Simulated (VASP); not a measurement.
Si3N4:

```
CELL_PARAMETERS angstrom
7.45355 0.00000 0.00000
-3.72678 6.45496 0.00000
0.00000 0.00000 2.84753
ATOMIC_POSITIONS crystal
Si 0.23419 0.82791 0.75000
Si 0.40628 0.23419 0.25000
Si 0.82791 0.59372 0.25000
Si 0.17209 0.40628 0.75000
Si 0.59372 0.76581 0.75000
Si 0.76581 0.17209 0.25000
N 0.33333 0.66667 0.75000
N 0.66667 0.33333 0.25000
N 0.97216 0.67051 0.75000
N 0.30165 0.97216 0.25000
N 0.67051 0.69835 0.25000
N 0.32949 0.30165 0.75000
N 0.02784 0.32949 0.25000
N 0.69835 0.02784 0.75000
```

This cell differs from its parent crystal: strain -2.0%.

Base run:

| Quantity | Value |
| --- | --- |
| Program | VASP 6.6.1 |
| Functional | PBE |
| Potentials or basis | VASP PAW PBE potentials, release 64 (Si, N) |
| Cutoff | 520 eV |
| k mesh | 6 × 6 × 8 |
| Occupations | fermi-dirac, width 0.02 eV |
| Spin | no spin polarisation |

Its results: band gap on the k mesh 4.57 eV (least direct gap 4.76 eV); pressure 22.7 GPa.

**Question.** The run is repeated on the same cell with these changes: functional from PBE to r2SCAN; occupations from fermi-dirac, width 0.02 eV to gaussian, width 0.01 eV. What comes out?

**Answer.** Band gap on the k mesh 5.25 eV (least direct gap 5.45 eV); pressure 17.2 GPa.

Caveats: the cell stands under pressure; the PAW data sets were made with another functional, which shifts forces and pressure a little (at least some runs).

A k mesh can miss the band edges.
